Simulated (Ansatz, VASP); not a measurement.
**Al2GaP3: VASP beside Ansatz**

```
Al Ga P
1.0
     3.89397    0.00000    0.00000
    -1.94699    3.37228    0.00000
     0.00000    0.00000    9.53928
Al Ga P
2 1 3
Direct
  0.00000 0.00000 0.00013
  0.33333 0.66667 0.66679
  0.66667 0.33333 0.33316
  0.00000 0.00000 0.74991
  0.33333 0.66667 0.41723
  0.66667 0.33333 0.08279
```

Alike in both runs: functional PBE; k mesh 12 × 12 × 4; occupations gaussian, width 0.02 eV; no spin polarisation.

Ansatz relaxed the structure, and its values are those at the end. VASP's run is a single point on that final structure, the one shown.

|  | VASP | Ansatz |
| --- | --- | --- |
| version | VASP 6.6.1 | Ansatz 0.2.0 |
| potentials or method | VASP PAW PBE potentials, release 64 (Al, Ga_d, P), cutoff 520 eV | scalar-relativistic, plane waves, PAW |
| valence electrons in the cell | 34 | 34 |

```tsv
	VASP	Ansatz	Ansatz less VASP
gap on the k mesh at the Fermi level (eV)	1.61	1.61	+0.001
least direct gap on the mesh (eV)	1.99	1.99	+0.003
pressure (GPa)	0.0	0.0	+0.07
rms of the force components (eV/Å)	0.003	0.003	-0.0003
```

The functional is the same, so the differences come from potentials, cutoffs and numerics.
